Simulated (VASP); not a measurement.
Here is a VASP 6.6.1 calculation.

Contents of INCAR:

```
SYSTEM = CoO
  PREC = Accurate
  ENCUT = 600
  EDIFF = 1E-7
  ISMEAR = 0
  SIGMA = 0.1
  LREAL = .FALSE.
  LASPH = .TRUE.
  NELM = 150
  ALGO = Normal
  ISIF = 3
  LWAVE = .FALSE.
  LCHARG = .FALSE.
  ISPIN = 2
  MAGMOM = -2.21 2.21 -0.16 0.16
  LORBIT = 11
  LMAXMIX = 4
  GGA = PS
  IBRION = 2
  NSW = 100
  EDIFFG = -0.05
```

KPOINTS

```
Automatic mesh
0
G
  6 6 6
  0 0 0
```

File POSCAR:

```
CoO
1.0
    1.6022198417      0.9250420569      5.1329417806
   -1.6022198417      0.9250420569      5.1329417806
    0.0000000000     -1.8500841138      5.1329417806
Co O
2 2
Direct
    0.9994877300      0.9994877300      0.9994877300
    0.4994905900      0.4994905900      0.4994905900
    0.3754955300      0.3754955300      0.3754955300
    0.8755255000      0.8755255000      0.8755255000
```

Potentials or basis: VASP PAW PBE potentials, release 64 (Co, O).

Run with:

```console
$ cat potpaw_PBE.64/Co/POTCAR potpaw_PBE.64/O/POTCAR > POTCAR
$ mpirun -np 1 vasp_std > vasp.out
```

Problem. Estimate the space group after relaxing (to 0.1 Å).

Solution. F-43m (No. 216).

Problem. Estimate the band gap on the k mesh.

Solution. Zero (filled and empty bands overlap).

Problem. Predict the net moment.

Solution. 0.00 μB per cell.

Forces on the atoms (eV/Å):
```
Co   0.000  0.000  0.019
Co   0.000  0.000  0.018
O    0.000  0.000 -0.019
O    0.000  0.000 -0.018
```

Caveat: the k points lie up to 0.39 Å⁻¹ apart in the final cell; the PAW data sets were made with another functional, which shifts forces and pressure a little; semilocal functionals often make such compounds metallic where correlation or magnetic order opens a gap, which also shifts bond lengths. With open d or f shells a metallic result of PBEsol can be an artefact of self-interaction; +U or a hybrid may open a gap.
